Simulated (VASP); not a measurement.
# GaSb (I-4m2) in VASP: further runs

Runs on GaSb. Level: r2SCAN. Tasks: single point.

Everything below comes from runs of VASP 6.6.1. Logs are shortened: lines on timing, memory, paths and dates and some standing lists are left out, and cuts for length are marked.

## Step 1: The cell of the first run

The structure is tetragonal, space group I-4m2 (No. 119). Conventional cell: a = 5.507 Å, b = 5.507 Å, c = 3.181 Å, α = 90.00°, β = 90.00°, γ = 90.00°. Ga (site symmetry -4m2) has 8 Sb at 2.87 to 3.64 Å and 2 Ga at 3.18 Å within 3.8 Å. Sb (site symmetry -4m2) has 8 Ga at 2.87 to 3.64 Å and 2 Sb at 3.18 Å within 3.8 Å.

## Step 2: Single point, r2SCAN

File POSCAR:

```
GaSb
1.0
   -2.7534340000      2.7534340000      1.5907070000
    2.7534340000     -2.7534340000      1.5907070000
    2.7534340000      2.7534340000     -1.5907070000
Ga Sb
1 1
Direct
    0.2500000000      0.7500000000      0.5000000000
    0.0000000000      0.0000000000      0.0000000000
```

File INCAR.step1:

```
SYSTEM = GaSb
ALGO = Normal
EDIFF = 1E-5
ENCUT = 550
GGA = PE
GGA_COMPAT = .FALSE.
ISMEAR = -1
LASPH = .TRUE.
LCHARG = .FALSE.
LREAL = .FALSE.
LWAVE = .TRUE.
NBANDS = 16
NELM = 120
PREC = Accurate
SIGMA = 0.05
```

File INCAR.step2:

```
SYSTEM = GaSb
ALGO = Normal
EDIFF = 1E-6
ENCUT = 550
GGA_COMPAT = .FALSE.
ISIF = 2
ISMEAR = -1
ISTART = 1
LASPH = .TRUE.
LCHARG = .FALSE.
LMIXTAU = .TRUE.
LREAL = .FALSE.
LWAVE = .FALSE.
METAGGA = R2SCAN
NBANDS = 16
NELM = 120
PREC = Accurate
SIGMA = 0.05
```

File KPOINTS:

```
k-points
0
G
  3 3 3
  0 0 0
```

Potentials or basis: VASP PAW PBE potentials, release 64 (Ga_d, Sb).

On the command line:

```bash
cat potpaw_PBE.64/Ga_d/POTCAR potpaw_PBE.64/Sb/POTCAR > POTCAR
cp INCAR.step1 INCAR
mpirun -np 1 vasp_std > vasp.out
cp INCAR.step2 INCAR
mpirun -np 1 vasp_std > vasp.out
```

OUTCAR:

```text
SYSTEM = GaSb
   EDIFF = 1E-6
   ENCUT = 550
   ISIF = 2
   ISMEAR = -1
   ISTART = 1
   LASPH = .TRUE.
   LREAL = .FALSE.
   METAGGA = R2SCAN
   NELM = 120
   PREC = Accurate

 ion  position               nearest neighbor table
   1  0.250  0.750  0.500-   2 2.87   2 2.87   2 2.87   2 2.87
   2  0.000  0.000  0.000-   1 2.87   1 2.87   1 2.87   1 2.87

  LATTYP: Found a body centered tetragonal cell.
 ALAT       =     5.5068680000
 C/A-ratio  =     0.5777174975

  Lattice vectors:

 A1 = (  -2.7534340000,   2.7534340000,   1.5907070000)
 A2 = (   2.7534340000,  -2.7534340000,   1.5907070000)
 A3 = (   2.7534340000,   2.7534340000,  -1.5907070000)

Analysis of symmetry for initial positions (statically):
=====================================================================
 Subroutine PRICEL returns:
 Original cell was already a primitive cell.

 Routine SETGRP: Setting up the symmetry group for a
 body centered tetragonal supercell.

 Subroutine GETGRP returns: Found  8 space group operations
 (whereof  8 operations were pure point group operations)
 out of a pool of 16 trial point group operations.

The static configuration has the point symmetry D_2d.

Analysis of symmetry for dynamics (positions and initial velocities):
=====================================================================
 Subroutine PRICEL returns:
 Original cell was already a primitive cell.

 Routine SETGRP: Setting up the symmetry group for a
 body centered tetragonal supercell.

 Subroutine GETGRP returns: Found  8 space group operations
 (whereof  8 operations were pure point group operations)
 out of a pool of 16 trial point group operations.

The dynamic configuration has the point symmetry D_2d.

 Subroutine INISYM returns: Found  8 space group operations
 (whereof  8 operations are pure point group operations),
 and found     1 'primitive' translations

----------------------------------------------------------------------------------------

                                     Primitive cell

  volume of cell :      48.2391

  direct lattice vectors                    reciprocal lattice vectors
    -2.753434000  2.753434000  1.590707000     0.000000000  0.181591424  0.314325643
     2.753434000 -2.753434000  1.590707000     0.181591424  0.000000000  0.314325643
     2.753434000  2.753434000 -1.590707000     0.181591424  0.181591424  0.000000000

  length of vectors
     4.206322187  4.206322187  4.206322187     0.363009717  0.363009717  0.256809054

  position of ions in fractional coordinates (direct lattice)
     0.250000000  0.750000000  0.500000000
     0.000000000  0.000000000  0.000000000

  ion indices of the primitive-cell ions
   primitive index   ion index
                 1           1
                 2           2

----------------------------------------------------------------------------------------

 KPOINTS: k-points

Automatic generation of k-mesh.
 Grid dimensions read from file:
 generate k-points for:    3    3    3

 Generating k-lattice:

  Cartesian coordinates                     Fractional coordinates (reciprocal lattice)
     0.000000000  0.060530475  0.104775214     0.333333333  0.000000000  0.000000000
     0.060530475  0.000000000  0.104775214     0.000000000  0.333333333  0.000000000
     0.060530475  0.060530475  0.000000000     0.000000000  0.000000000  0.333333333

  Length of vectors
     0.121003239  0.121003239  0.085603018

  Shift w.r.t. Gamma in fractional coordinates (k-lattice)
     0.000000000  0.000000000  0.000000000

 Subroutine IBZKPT returns following result:
 ===========================================

 Found      6 irreducible k-points:

 Following reciprocal coordinates:
            Coordinates               Weight
  0.000000  0.000000  0.000000      1.000000
  0.333333  0.000000  0.000000      8.000000
  0.333333  0.333333  0.000000      8.000000
 -0.333333  0.333333  0.000000      4.000000
 -0.333333  0.333333  0.333333      4.000000
 -0.333333 -0.333333  0.333333      2.000000
   k-points           NKPTS =      6   k-points in BZ     NKDIM =      6   number of bands    NBANDS=     16
   number of dos      NEDOS =    301   number of ions     NIONS =      2
   total plane-waves  NPLWV =  32768
   dimension x,y,z NGX =    32 NGY =   32 NGZ =   32
   dimension x,y,z NGXF=    64 NGYF=   64 NGZF=   64
   ions per type =               1   1
   NGX,Y,Z   is equivalent  to a cutoff of  12.65, 12.65, 12.65 a.u.
   NGXF,Y,Z  is equivalent  to a cutoff of  25.29, 25.29, 25.29 a.u.
 SYSTEM =  GaSb
   PREC   = accura    normal or accurate (medium, high low for compatibility)
   ISTART =      1    job   : 0-new  1-cont  2-samecut
   ICHARG =      0    charge: 1-file 2-atom 10-const
   ISPIN  =      1    spin polarized calculation?
   LNONCOLLINEAR =      F non collinear calculations
   LSORBIT =      F    spin-orbit coupling
   LASPH  =      T    aspherical Exc in radial PAW
   ENCUT  =  550.0 eV  40.42 Ry    6.36 a.u.   8.04  8.04  8.04*2*pi/ulx,y,z
   NELM   =    120;   NELMIN=  2; NELMDL=  0     # of ELM steps
   EDIFF  = 0.1E-05   stopping-criterion for ELM
   LREAL  =      F    real-space projection
[... 7 lines left out ...]
   TEBEG  =    0.0;   TEEND  =   0.0 temperature during run
   PSTRESS=    0.0 pullay stress
   NELECT =      18.0000    total number of electrons
   NUPDOWN=      -1.0000    fix difference up-down
   EMIN   =  10.00;   EMAX   =-10.00  energy-range for DOS
   EFERMI =   0.00;   METHOD = LEGACY
   ISMEAR =    -1;   SIGMA  =   0.05  broadening in eV -4-tet -1-fermi 0-gaus
   EFERMI_NEDOS =   21; number of points for ismear=-14 and -15
   IALGO  =     38    algorithm
   IMIX   =      4    mixing-type and parameters
     AMIX     =   0.40;   BMIX     =  1.00
     AMIX_MAG =   1.60;   BMIX_MAG =  1.00
  volume/ion in A,a.u.               =      24.12       162.77
  Fermi-wavevector in a.u.,A,eV,Ry     =   1.178598  2.227228 18.899772  1.389094
  Thomas-Fermi vector in A             =   2.314924
   LORBIT       =      0    0 simple, 1 ext, 2 COOP (PROOUT), +10 PAW based schemes
   METAGGA = R2SCAN    functional components
   LHFCALC =     F    Hartree Fock is set to
   AEXX    =    0.0000 exact exchange contribution
   IVDW    =     0    specifies the selected vdW correction
   LEPSILON=     F    determine dielectric tensor
   LRPA    =     F    only Hartree local field effects (RPA)
 non-spin polarized calculation
  energy-cutoff  :      550.00
  volume of cell :       48.24
 maximum number of plane-waves:      1428
   NGX = 17   NGY = 17   NGZ = 17

 number of electron      17.9999994 magnetization

 Free energy of the ion-electron system (eV)
  ---------------------------------------------------
  ext. energy  EPLUGINS =         0.00000000
  ---------------------------------------------------
  free energy    TOTEN  =       -37.05525856 eV

  energy without entropy =      -37.03856354  energy(sigma->0) =      -37.04691105

 E-fermi :   6.8683     XC(G=0): -10.9066

 val. band max:        5.6246252814   @ k =  -0.3333   0.3333   0.0000
 cond. band min:       6.9232769076   @ k =   0.3333   0.0000   0.0000
 fundamental gap:      1.2986516262
 Fermi energy:         6.8683128202

 k-point     1 :       0.0000    0.0000    0.0000
  band No.  band energies     occupation
      1      -9.2714      2.00000
      2      -9.1563      2.00000
      3      -9.1481      2.00000
      4      -9.1481      2.00000
      5      -9.1439      2.00000
      6      -5.9426      2.00000
      7       3.5441      2.00000
      8       4.4646      2.00000
      9       4.4646      2.00000
     10      10.3306      0.00000
     11      11.9387      0.00000
     12      13.9279      0.00000
     13      13.9279      0.00000
     14      14.1182      0.00000
     15      16.9439      0.00000
     16      17.6842      0.00000

 k-point     2 :       0.3333    0.0000    0.0000
  band No.  band energies     occupation
      1      -9.1984      2.00000
      2      -9.1915      2.00000
      3      -9.1661      2.00000
      4      -9.1618      2.00000
      5      -9.1267      2.00000
      6      -3.7684      2.00000
      7       2.1385      2.00000
      8       4.6283      2.00000
      9       4.6834      2.00000
     10       6.9233      0.49975
     11       9.5015      0.00000
     12      10.2795      0.00000
     13      11.3508      0.00000
     14      14.1585      0.00000
     15      14.3283      0.00000
     16      17.7543      0.00000

 k-point     3 :       0.3333    0.3333    0.0000
  band No.  band energies     occupation
      1      -9.1988      2.00000
      2      -9.1886      2.00000
      3      -9.1736      2.00000
      4      -9.1611      2.00000
      5      -9.1224      2.00000
      6      -2.5624      2.00000
      7      -0.1058      2.00000
      8       3.1617      2.00000
      9       5.5425      2.00000
     10       7.3181      0.00025
     11       7.8909      0.00000
     12      12.7759      0.00000
     13      12.9327      0.00000
     14      15.3658      0.00000
     15      15.8040      0.00000
     16      18.1239      0.00000

 k-point     4 :      -0.3333    0.3333    0.0000
  band No.  band energies     occupation
      1      -9.2652      2.00000
      2      -9.1716      2.00000
      3      -9.1501      2.00000
      4      -9.1413      2.00000
      5      -9.1351      2.00000
      6      -4.9628      2.00000
      7      -0.8073      2.00000
      8       5.6246      2.00000
      9       7.5051      0.00001
     10       9.5006      0.00000
     11      10.8056      0.00000
     12      11.6981      0.00000
     13      13.5962      0.00000
     14      14.8105      0.00000
     15      15.8359      0.00000
     16      16.5755      0.00000

 k-point     5 :      -0.3333    0.3333    0.3333
  band No.  band energies     occupation
      1      -9.2650      2.00000
      2      -9.2105      2.00000
      3      -9.1435      2.00000
      4      -9.1428      2.00000
      5      -9.1223      2.00000
      6      -4.0244      2.00000
      7      -0.3871      2.00000
      8       1.8621      2.00000
      9       4.5284      2.00000
     10      10.5972      0.00000
     11      12.0350      0.00000
     12      13.6873      0.00000
     13      15.9777      0.00000
     14      16.9818      0.00000
     15      18.0600      0.00000
     16      18.6020      0.00000

 k-point     6 :      -0.3333   -0.3333    0.3333
  band No.  band energies     occupation
      1      -9.2012      2.00000
      2      -9.1887      2.00000
      3      -9.1887      2.00000
      4      -9.1634      2.00000
      5      -9.1159      2.00000
      6      -1.8915      2.00000
      7       1.3320      2.00000
      8       2.9743      2.00000
      9       2.9743      2.00000
     10       3.3848      2.00000
     11      10.6120      0.00000
     12      12.9343      0.00000
     13      12.9343      0.00000
     14      16.4358      0.00000
     15      19.9918      0.00000
     16      19.9918      0.00000

------------------------ aborting loop because EDIFF is reached ----------------------------------------

  FORCE on cell =-STRESS in cart. coord.  units (eV):
  Direction    XX          YY          ZZ          XY          YZ          ZX
  --------------------------------------------------------------------------------------
  -------------------------------------------------------------------------------------
  Total       -0.7613587     -0.7613587     -0.0281130      0.0000000      0.0000000      0.0000000
  in kB      -25.2871770    -25.2871770     -0.9337249      0.0000000      0.0000000      0.0000000
  external PRESSURE =     -17.1693596 kB  Pullay stress =       0.0000000 kB

 VOLUME and BASIS-vectors are now :
 -----------------------------------------------------------------------------
  energy-cutoff  :      550.00
  volume of cell :       48.24
      direct lattice vectors                 reciprocal lattice vectors
    -2.753434000  2.753434000  1.590707000     0.000000000  0.181591424  0.314325643
     2.753434000 -2.753434000  1.590707000     0.181591424  0.000000000  0.314325643
     2.753434000  2.753434000 -1.590707000     0.181591424  0.181591424  0.000000000

 POSITION                                       TOTAL-FORCE (eV/Angst)
 -----------------------------------------------------------------------------------
      2.75343      0.00000      0.79535         0.000000     -0.000000     -0.000000
      0.00000      0.00000      0.00000        -0.000000      0.000000      0.000000
 -----------------------------------------------------------------------------------
    total drift:                                0.000001     -0.000001     -0.000000

  FREE ENERGIE OF THE ION-ELECTRON SYSTEM (eV)
  ---------------------------------------------------
  free  energy   TOTEN  =       -37.0552585619 eV

  energy  without entropy=      -37.0385635355  energy(sigma->0) =      -37.04691105
```

Wall time 24 s (1 thread of Intel Xeon Platinum 8375C at 2.90GHz (Ice Lake), shared host); peak memory 0.18 GiB.

Results:

```
Free energy            : -37.0553 eV
Pressure               : -1.7 GPa
Band gap on the k mesh : zero (band 9 reaches 7.51 eV, above the bottom of band 10 at 3.38 eV)
```

Caveat: the k points lie up to 0.76 Å⁻¹ apart; the PAW data sets were made with another functional, which shifts forces and pressure a little; spin-orbit coupling is left out, which moves the levels of the heavy elements.

## Step 3: Single point, r2SCAN

POSCAR is that of step 2.

File INCAR.step1:

```
ALGO     = Normal         # electronic algorithm
EDIFF    = 1E-5           # SCF threshold, eV
ENCUT    = 550            # plane-wave cutoff, eV
GGA      = PE             # functional
GGA_COMPAT= F            
ISMEAR   = -1             # smearing method
LASPH    = T              # aspherical terms in the spheres
LCHARG   = F              # write CHGCAR
LREAL    = F              # projectors in reciprocal space
LWAVE    = T              # write WAVECAR
NBANDS   = 16             # bands
NELM     = 120            # most SCF steps
PREC     = Accurate       # precision mode
SIGMA    = 0.05           # smearing width, eV
```

File INCAR.step2:

```
ALGO     = Normal         # electronic algorithm
EDIFF    = 1E-6           # SCF threshold, eV
ENCUT    = 550            # plane-wave cutoff, eV
GGA_COMPAT= F            
ISIF     = 2              # what is computed and relaxed
ISMEAR   = -1             # smearing method
ISTART   = 1            
LASPH    = T              # aspherical terms in the spheres
LCHARG   = T              # write CHGCAR
LELF     = T              # ELF
LMIXTAU  = T            
LREAL    = F              # projectors in reciprocal space
LVHAR    = T            
LWAVE    = F              # write WAVECAR
METAGGA  = R2SCAN         # meta-GGA
NBANDS   = 16             # bands
NELM     = 120            # most SCF steps
PREC     = Accurate       # precision mode
SIGMA    = 0.05           # smearing width, eV
```

File KPOINTS:

```
k-points
0
Gamma
  3 3 3
```

Potentials or basis: VASP PAW PBE potentials, release 64 (Ga_d, Sb).

On the command line:

```bash
cat potpaw_PBE.64/Ga_d/POTCAR potpaw_PBE.64/Sb/POTCAR > POTCAR
cp INCAR.step1 INCAR
mpirun -np 1 vasp_std > vasp.out
cp INCAR.step2 INCAR
mpirun -np 1 vasp_std > vasp.out
```

Run time: 25 s. Hardware: 1 thread of Intel Xeon Platinum 8375C at 2.90GHz (Ice Lake), shared host; peak memory 0.18 GiB.

It converged, with:

```
Free energy            : -37.0553 eV
Pressure               : -1.7 GPa
Band gap on the k mesh : zero (band 9 reaches 7.51 eV, above the bottom of band 10 at 3.38 eV)
```

Stress tensor (GPa, compression positive):
```
-2.53  0.00  0.00
 0.00 -2.53  0.00
 0.00  0.00 -0.09
```

Levels at points of the mesh, in eV from the Fermi level:
```csv
k point,band 7,band 8,band 9,band 10,band 11,band 12
"(0.00, 0.00, 0.00)",-3.32,-2.40,-2.40,3.46,5.07,7.06
```

Caveat: the k points lie up to 0.76 Å⁻¹ apart; the PAW data sets were made with another functional, which shifts forces and pressure a little; spin-orbit coupling is left out, which moves the levels of the heavy elements.
